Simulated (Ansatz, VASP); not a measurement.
**Two plane-wave programs on Pb**

Contents of INCAR:

```
ALGO     = Normal         # electronic algorithm
EDIFF    = 1E-7           # SCF threshold, eV
ENCUT    = 520            # plane-wave cutoff, eV
GGA      = RP             # functional
ISIF     = 2              # what is computed and relaxed
ISMEAR   = -1             # smearing method
LASPH    = T              # aspherical terms in the spheres
LCHARG   = T              # write CHGCAR
LELF     = T              # ELF
LREAL    = F              # projectors in reciprocal space
LVHAR    = T            
LWAVE    = F              # write WAVECAR
NBANDS   = 21             # bands
NELM     = 60             # most SCF steps
PREC     = Accurate       # precision mode
SIGMA    = 0.1            # smearing width, eV
```

The input KPOINTS:

```
k-points
0
Gamma
  9 9 9
```

File POSCAR:

```
Pb
1.0
    0.0000000000      3.5849698442      3.5849698442
    3.5849698442      0.0000000000      3.5849698442
    3.5849698442      3.5849698442      0.0000000000
Pb
2
Direct
    0.1250000000      0.1250000000      0.1250000000
    0.8750000000      0.8750000000      0.8750000000
```

Input for Ansatz:

```yaml
crystal:
  lattice:
    - [0.0, 3.5849698442, 3.5849698442]
    - [3.5849698442, 0.0, 3.5849698442]
    - [3.5849698442, 3.5849698442, 0.0]
  atoms:
    - { symbol: Pb, position: [0.125, 0.125, 0.125] }
    - { symbol: Pb, position: [0.875, 0.875, 0.875] }
hamiltonian:
  xc: rpbe
  pseudopotentials:
    kind: paw
    azcp:
      Pb: "pseudopotentials/Pb.paw.azcp"
basis:
  ecutwfc: 420
  fft_grid_basis: typed
kpoints:
  mp_grid: { grid: [9, 9, 9], shift: [0, 0, 0] }
magnetization:
  spin_polarized: false
scf:
  occupations: { method: fermi_dirac, width: 0.1 }
  lower_state_search: "off"
output:
  stress: true
```

Alike in both runs: task single point; functional RPBE; k mesh 9 × 9 × 9; occupations fermi-dirac, width 0.1 eV; no spin polarisation.

```csv
,VASP,Ansatz
version,VASP 6.6.1,Ansatz 0.2.0
potentials or method,"VASP PAW PBE potentials, release 64 (Pb_d), cutoff 520 eV","plane waves (420 eV) with PAW, scalar-relativistic"
valence electrons in the cell,28,28
```

Ansatz gave:

```
pressure (GPa) : 0.0
```

Question: Estimate VASP's values.

Answer: Pressure (GPa): -0.1.

VASP's potentials were made for PBE, not for RPBE.

Neither program's run includes spin-orbit coupling.
